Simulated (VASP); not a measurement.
# C in VASP: notebook

C is run at these levels: PBE+D3(BJ); tasks: single point.

Program: VASP 6.6.1. These are calculated values, not measurements. Logs are shortened: lines on timing, memory, paths and dates and some standing lists are left out, and cuts for length are marked.

## Step 1: The cell of the first run

The cell holds a slab with vacuum, 2 atoms: a = 2.566 Å, b = 2.566 Å, c = 26.002 Å, α = 90.00°, β = 90.00°, γ = 120.00°.

## Step 2: Single point, PBE+D3(BJ)

Input file INCAR:

```
ALGO = Normal ; DIPOL = 0.5 0.5 0.500
EDIFF = 1E-6 ; ENCUT = 520
GGA = PE ; IDIPOL = 3
ISIF = 2 ; ISMEAR = 0
IVDW = 12 ; LASPH = T
LCHARG = F ; LDIPOL = T
LREAL = F ; LWAVE = F
NBANDS = 11 ; NELM = 60
PREC = Accurate ; SIGMA = 0.1
```

Input file KPOINTS:

```
k-points
0
Gamma
  21 21 1
```

Input file POSCAR:

```
C
1.0
    2.5660000000      0.0000000000      0.0000000000
   -1.2830000000      2.2222211861      0.0000000000
    0.0000000000      0.0000000000     26.0024170307
C
2
Direct
    0.6666666667      0.3333333333      0.5027497444
    0.3333333333      0.6666666667      0.4972502556
```

Potentials or basis: VASP PAW PBE potentials, release 64 (C).

Run with:

```
> cat potpaw_PBE.64/C/POTCAR > POTCAR
> mpirun -np 1 vasp_std > vasp.out
```

OUTCAR:

```text
EDIFF = 1E-6
   ENCUT = 520
   GGA = PE
   ISIF = 2
   ISMEAR = 0
   IVDW = 12
   LASPH = T
   LREAL = F
   NELM = 60
   PREC = Accurate
 IVDW          = 12

 ion  position               nearest neighbor table
   1  0.667  0.333  0.503-   2 1.49   2 1.49   2 1.49
   2  0.333  0.667  0.497-   1 1.49   1 1.49   1 1.49

  LATTYP: Found a hexagonal cell.
 ALAT       =     2.5660000000
 C/A-ratio  =    10.1334438935

  Lattice vectors:

 A1 = (   2.5660000000,   0.0000000000,   0.0000000000)
 A2 = (  -1.2830000000,   2.2222211861,   0.0000000000)
 A3 = (   0.0000000000,   0.0000000000,  26.0024170307)

Analysis of symmetry for initial positions (statically):
=====================================================================
 Subroutine PRICEL returns:
 Original cell was already a primitive cell.

 Routine SETGRP: Setting up the symmetry group for a
 hexagonal supercell.

 Subroutine GETGRP returns: Found 12 space group operations
 (whereof 12 operations were pure point group operations)
 out of a pool of 24 trial point group operations.

The static configuration has the point symmetry D_3d.

Analysis of symmetry for dynamics (positions and initial velocities):
=====================================================================
 Subroutine PRICEL returns:
 Original cell was already a primitive cell.

 Routine SETGRP: Setting up the symmetry group for a
 hexagonal supercell.

 Subroutine GETGRP returns: Found 12 space group operations
 (whereof 12 operations were pure point group operations)
 out of a pool of 24 trial point group operations.

The dynamic configuration has the point symmetry D_3d.

 Subroutine INISYM returns: Found 12 space group operations
 (whereof 12 operations are pure point group operations),
 and found     1 'primitive' translations

----------------------------------------------------------------------------------------

                                     Primitive cell

  volume of cell :     148.2715

  direct lattice vectors                    reciprocal lattice vectors
     2.566000000  0.000000000  0.000000000     0.389711613  0.225000105  0.000000000
    -1.283000000  2.222221186  0.000000000     0.000000000  0.450000210  0.000000000
     0.000000000  0.000000000 26.002417031     0.000000000  0.000000000  0.038457963

  length of vectors
     2.566000000  2.566000000 26.002417031     0.450000210  0.450000210  0.038457963

  position of ions in fractional coordinates (direct lattice)
     0.666666667  0.333333333  0.502749744
     0.333333333  0.666666667  0.497250256

  ion indices of the primitive-cell ions
   primitive index   ion index
                 1           1
                 2           2

----------------------------------------------------------------------------------------

 KPOINTS: k-points

Automatic generation of k-mesh.
 Grid dimensions read from file:
 generate k-points for:   21   21    1

 Generating k-lattice:

  Cartesian coordinates                     Fractional coordinates (reciprocal lattice)
     0.018557696  0.010714291  0.000000000     0.047619048 -0.000000000  0.000000000
     0.000000000  0.021428581  0.000000000     0.000000000  0.047619048  0.000000000
     0.000000000  0.000000000  0.038457963     0.000000000  0.000000000  1.000000000

  Length of vectors
     0.021428581  0.021428581  0.038457963

  Shift w.r.t. Gamma in fractional coordinates (k-lattice)
     0.000000000  0.000000000  0.000000000

 Subroutine IBZKPT returns following result:
 ===========================================

 Found     48 irreducible k-points:

 Following reciprocal coordinates:
            Coordinates               Weight
  0.000000  0.000000  0.000000      1.000000
  0.047619  0.000000  0.000000      6.000000
  0.095238  0.000000  0.000000      6.000000
  0.142857  0.000000  0.000000      6.000000
  0.190476  0.000000  0.000000      6.000000
  0.238095  0.000000  0.000000      6.000000
[... 16 lines left out ...]
  0.142857  0.095238  0.000000     12.000000
  0.190476  0.095238  0.000000     12.000000
 [... further k-points ...]
   k-points           NKPTS =     48   k-points in BZ     NKDIM =     48   number of bands    NBANDS=     11
   number of dos      NEDOS =    301   number of ions     NIONS =      2
   total plane-waves  NPLWV =  78400
   dimension x,y,z NGX =    20 NGY =   20 NGZ =  196
   dimension x,y,z NGXF=    40 NGYF=   40 NGZF=  392
   ions per type =               2
   NGX,Y,Z   is equivalent  to a cutoff of  12.96, 12.96, 12.53 a.u.
   NGXF,Y,Z  is equivalent  to a cutoff of  25.92, 25.92, 25.06 a.u.
 SYSTEM =  unknown system
   PREC   = accura    normal or accurate (medium, high low for compatibility)
   ISTART =      0    job   : 0-new  1-cont  2-samecut
   ICHARG =      2    charge: 1-file 2-atom 10-const
   ISPIN  =      1    spin polarized calculation?
   LNONCOLLINEAR =      F non collinear calculations
   LSORBIT =      F    spin-orbit coupling
   LASPH  =      T    aspherical Exc in radial PAW
   ENCUT  =  520.0 eV  38.22 Ry    6.18 a.u.   4.77  4.77 48.35*2*pi/ulx,y,z
   NELM   =     60;   NELMIN=  2; NELMDL= -5     # of ELM steps
   EDIFF  = 0.1E-05   stopping-criterion for ELM
   LREAL  =      F    real-space projection
   EDIFFG = 0.1E-04   stopping-criterion for IOM
   NSW    =      0    number of steps for IOM
   IBRION =     -1    ionic relax: 0-MD 1-quasi-New 2-CG
   NFREE  =      0    steps in history (QN), initial steepest desc. (CG)
   ISIF   =      2    stress and relaxation
   ISYM   =      2    0-nonsym 1-usesym 2-fastsym
   POTIM  = 0.5000    time-step for ionic-motion
   TEBEG  =    0.0;   TEEND  =   0.0 temperature during run
   PSTRESS=    0.0 pullay stress
   NELECT =       8.0000    total number of electrons
   NUPDOWN=      -1.0000    fix difference up-down
   EMIN   =  10.00;   EMAX   =-10.00  energy-range for DOS
   EFERMI =   0.00;   METHOD = LEGACY
   ISMEAR =     0;   SIGMA  =   0.10  broadening in eV -4-tet -1-fermi 0-gaus
   EFERMI_NEDOS =   21; number of points for ismear=-14 and -15
   IALGO  =     38    algorithm
   IMIX   =      4    mixing-type and parameters
     AMIX     =   0.40;   BMIX     =  1.00
     AMIX_MAG =   1.60;   BMIX_MAG =  1.00
  volume/ion in A,a.u.               =      74.14       500.29
  Fermi-wavevector in a.u.,A,eV,Ry     =   0.618613  1.169009  5.206703  0.382682
  Thomas-Fermi vector in A             =   1.677117
   LORBIT       =      0    0 simple, 1 ext, 2 COOP (PROOUT), +10 PAW based schemes
   GGA     = PE    functional components
   LHFCALC =     F    Hartree Fock is set to
   AEXX    =    0.0000 exact exchange contribution
   IVDW    =    12    specifies the selected vdW correction
   LEPSILON=     F    determine dielectric tensor
   LRPA    =     F    only Hartree local field effects (RPA)
 non-spin polarized calculation
 Gauss-broadening in eV      SIGMA  =   0.10
  energy-cutoff  :      520.00
  volume of cell :      148.27
 maximum number of plane-waves:      4021
 NGX is ok and might be reduce to    20
   NGX =  9   NGY =  9   NGZ = 97

 dipolmoment           0.000000      0.000000      0.000000 electrons x Angstroem

 number of electron       8.0000000 magnetization

 dipolmoment           0.000000      0.000000     -0.000000 electrons x Angstroem

 Free energy of the ion-electron system (eV)
  ---------------------------------------------------
  ext. energy  EPLUGINS =         0.00000000
  ---------------------------------------------------
  free energy    TOTEN  =       -18.08874943 eV

  energy without entropy =      -18.08823769  energy(sigma->0) =      -18.08849356

 E-fermi :  -3.5219     XC(G=0):  -1.6515

 val. band max:       -3.5219053821   @ k =   0.3333   0.3333   0.0000
 cond. band min:      -3.5219053798   @ k =   0.3333   0.3333   0.0000
 fundamental gap:      0.0000000023
 Fermi energy:        -3.5219053813

 k-point     1 :       0.0000    0.0000    0.0000
  band No.  band energies     occupation
      1     -22.0015      2.00000
      2     -10.2822      2.00000
      3      -6.3889      2.00000
      4      -6.3889      2.00000
      5       0.0311      0.00000
      6       0.8971      0.00000
      7       1.1613      0.00000
      8       1.6328      0.00000
      9       1.8901      0.00000
     10       2.8249      0.00000
     11       3.1463      0.00000

 k-point     2 :       0.0476    0.0000    0.0000
  band No.  band energies     occupation
      1     -21.9515      2.00000
      2     -10.2248      2.00000
      3      -6.6041      2.00000
      4      -6.4911      2.00000
      5       0.0956      0.00000
      6       0.9651      0.00000
      7       1.2302      0.00000
      8       1.7014      0.00000
      9       1.9574      0.00000
     10       2.8931      0.00000
     11       3.2093      0.00000

 k-point     3 :       0.0952    0.0000    0.0000
  band No.  band energies     occupation
      1     -21.8016      2.00000
      2     -10.0531      2.00000
      3      -7.2038      2.00000
      4      -6.7714      2.00000
      5       0.2881      0.00000
      6       1.1691      0.00000
      7       1.4367      0.00000
      8       1.9071      0.00000
      9       2.1585      0.00000
     10       3.0976      0.00000
     11       3.3922      0.00000
[... 267 lines left out ...]
 k-point    23 :       0.1429    0.0952    0.0000
  band No.  band energies     occupation
      1     -21.0567      2.00000
      2      -9.3889      2.00000
      3      -9.1481      2.00000
      4      -8.0845      2.00000
      5       1.1960      0.00000
      6       2.1853      0.00000
      7       2.4634      0.00000
      8       2.9337      0.00000
      9       3.0719      0.00000
     10       3.7234      0.00000
     11       4.1170      0.00000

 k-point    24 :       0.1905    0.0952    0.0000
  band No.  band energies     occupation
      1     -20.6140      2.00000
      2     -10.3795      2.00000
      3      -8.7000      2.00000
      4      -8.6034      2.00000
      5       1.5751      0.00000
      6       2.7810      0.00000
      7       2.9326      0.00000
      8       3.1559      0.00000
      9       3.5501      0.00000
     10       3.9267      0.00000
     11       4.5305      0.00000

 [... further k-points ...]

------------------------ aborting loop because EDIFF is reached ----------------------------------------

 vacuum level on the upper side and lower side of the slab       (xc-potential included)        -0.009        -0.009

 Edisp (eV)   -0.16923

 E8    (eV) :    -0.0531

  FORCE on cell =-STRESS in cart. coord.  units (eV):
  Direction    XX          YY          ZZ          XY          YZ          ZX
  --------------------------------------------------------------------------------------
  -------------------------------------------------------------------------------------
  Total      -4.88691    -4.88691    -0.34692     0.00000    -0.00000     0.00000
  in kB     -52.80645   -52.80645    -3.74868     0.00000    -0.00000     0.00000
  external pressure =      -36.45 kB  Pullay stress =        0.00 kB

 VOLUME and BASIS-vectors are now :
 -----------------------------------------------------------------------------
  energy-cutoff  :      520.00
  volume of cell :      148.27
      direct lattice vectors                 reciprocal lattice vectors
     2.566000000  0.000000000  0.000000000     0.389711613  0.225000105  0.000000000
    -1.283000000  2.222221186  0.000000000     0.000000000  0.450000210  0.000000000
     0.000000000  0.000000000 26.002417031     0.000000000  0.000000000  0.038457963

 POSITION                                       TOTAL-FORCE (eV/Angst)
 -----------------------------------------------------------------------------------
      1.28300      0.74074     13.07271         0.000000      0.000000     -2.358740
     -0.00000      1.48148     12.92971        -0.000000     -0.000000      2.358740
 -----------------------------------------------------------------------------------
    total drift:                               -0.000000      0.000000      0.000000

  FREE ENERGIE OF THE ION-ELECTRON SYSTEM (eV)
  ---------------------------------------------------
  free  energy   TOTEN  =       -18.2579815919 eV

  energy  without entropy=      -18.2574698554  energy(sigma->0) =      -18.25772572

 vacuum level on the upper side and lower side of the slab         1.099         1.099
```

Wall time 46 s (1 thread of Intel Xeon 6975P-C (Granite Rapids), shared host); peak memory 0.27 GiB.

What came out:

```
Free energy                : -18.2580 eV
Largest force              : 2.359 eV/Å
Band gap on the k mesh     : zero (filled and empty bands touch)
Dispersion energy per atom : -0.085 eV
```

Forces in eV/Å, atoms in the order of the input:
```
C    0.000  0.000 -2.359
C    0.000  0.000  2.359
```

## Step 3: Single point, PBE+D3(BJ)

Input file INCAR:

```
PREC     = Accurate       # precision mode
ENCUT    = 520            # plane-wave cutoff, eV
EDIFF    = 1E-6           # SCF threshold, eV
ISMEAR   = 0              # smearing method
SIGMA    = 0.1            # smearing width, eV
LREAL    = F              # projectors in reciprocal space
LASPH    = T              # aspherical terms in the spheres
NELM     = 100            # most SCF steps
ALGO     = Normal         # electronic algorithm
ISIF     = 2              # what is computed and relaxed
LWAVE    = F              # write WAVECAR
LCHARG   = T              # write CHGCAR
LDIPOL   = T            
IDIPOL   = 3            
DIPOL    = 0.5 0.5 0.500
GGA      = PE             # functional
IVDW     = 12             # dispersion correction
LELF     = T              # ELF
LVHAR    = T            
LVACPOTAV= T            
NBANDS   = 11             # bands
```

Input file KPOINTS:

```
regular mesh
0
Gamma
  21 21 1
```

Input file POSCAR:

```
C
1.0
    2.5660000000      0.0000000000      0.0000000000
   -1.2830000000      2.2222211861      0.0000000000
    0.0000000000      0.0000000000     26.0024170307
C
2
Direct
    0.6666666667      0.3333333333      0.5082492331
    0.3333333333      0.6666666667      0.4917507669
```

Potentials or basis: VASP PAW PBE potentials, release 64 (C).

Run with:

```
> cat potpaw_PBE.64/C/POTCAR > POTCAR
> mpirun -np 1 vasp_std > vasp.out
```

OUTCAR:

```text
PREC = Accurate
   ENCUT = 520
   EDIFF = 1E-6
   ISMEAR = 0
   LREAL = F
   LASPH = T
   NELM = 100
   ISIF = 2
   GGA = PE
   IVDW = 12
 IVDW          = 12

 ion  position               nearest neighbor table
   1  0.667  0.333  0.508-   2 1.54   2 1.54   2 1.54
   2  0.333  0.667  0.492-   1 1.54   1 1.54   1 1.54

  LATTYP: Found a hexagonal cell.
 ALAT       =     2.5660000000
 C/A-ratio  =    10.1334438935

  Lattice vectors:

 A1 = (   2.5660000000,   0.0000000000,   0.0000000000)
[... 528 lines left out ...]

 Edisp (eV)   -0.16869

 E8    (eV) :    -0.0529

  FORCE on cell =-STRESS in cart. coord.  units (eV):
  Direction    XX          YY          ZZ          XY          YZ          ZX
  --------------------------------------------------------------------------------------
  -------------------------------------------------------------------------------------
  Total      -4.00106    -4.00106    -3.02558     0.00000     0.00000    -0.00000
  in kB     -43.23428   -43.23428   -32.69348     0.00000     0.00000    -0.00000
  external pressure =      -39.72 kB  Pullay stress =        0.00 kB

 VOLUME and BASIS-vectors are now :
 -----------------------------------------------------------------------------
  energy-cutoff  :      520.00
  volume of cell :      148.27
      direct lattice vectors                 reciprocal lattice vectors
     2.566000000  0.000000000  0.000000000     0.389711613  0.225000105  0.000000000
    -1.283000000  2.222221186  0.000000000     0.000000000  0.450000210  0.000000000
     0.000000000  0.000000000 26.002417031     0.000000000  0.000000000  0.038457963

 POSITION                                       TOTAL-FORCE (eV/Angst)
 -----------------------------------------------------------------------------------
      1.28300      0.74074     13.21571         0.000000      0.000000     -7.029618
     -0.00000      1.48148     12.78671         0.000000      0.000000      7.029618
 -----------------------------------------------------------------------------------
    total drift:                               -0.000000      0.000000      0.000000

  FREE ENERGIE OF THE ION-ELECTRON SYSTEM (eV)
  ---------------------------------------------------
  free  energy   TOTEN  =       -16.9122459402 eV

  energy  without entropy=      -16.9117342036  energy(sigma->0) =      -16.91199007

 vacuum level on the upper side and lower side of the slab         1.109         1.109
```

stdout:

```text
POSCAR found type information on POSCAR C
 POSCAR found :  1 types and       2 ions
 scaLAPACK will be used
 LDA part: xc-table for (Slater+PW92), standard interpolation
 POSCAR, INCAR and KPOINTS ok, starting setup
 FFT: planning ... GRIDC
 FFT: planning ... GRID_SOFT
 FFT: planning ... GRID
 WAVECAR not read
 entering main loop
 -----------------------------------------------------------------------------
|                                                                             |
|           W    W    AA    RRRRR   N    N  II  N    N   GGGG   !!!           |
|           W    W   A  A   R    R  NN   N  II  NN   N  G    G  !!!           |
|           W    W  A    A  R    R  N N  N  II  N N  N  G       !!!           |
|           W WW W  AAAAAA  RRRRR   N  N N  II  N  N N  G  GGG   !            |
|           WW  WW  A    A  R   R   N   NN  II  N   NN  G    G                |
|           W    W  A    A  R    R  N    N  II  N    N   GGGG   !!!           |
|                                                                             |
|     Did not find any points to average over, which means that no vacuum     |
|     field-free region was found. Please increase the size of  your cell     |
|     in the dimension of the dipole correction to obtain accurate            |
|     workfunction values.                                                    |
|                                                                             |
 -----------------------------------------------------------------------------
```

It took 50 s on 1 thread of Intel Xeon 6975P-C (Granite Rapids), shared host; peak memory 0.28 GiB.

Results:

```yaml
Free_energy: -16.9122 eV
Largest_force: 7.030 eV/Å
Band_gap_on_the_k_mesh: zero (filled and empty bands touch)
Dispersion_energy_per_atom: -0.084 eV
```

Forces on the atoms (eV/Å):
```
C    0.000  0.000 -7.030
C    0.000  0.000  7.030
```
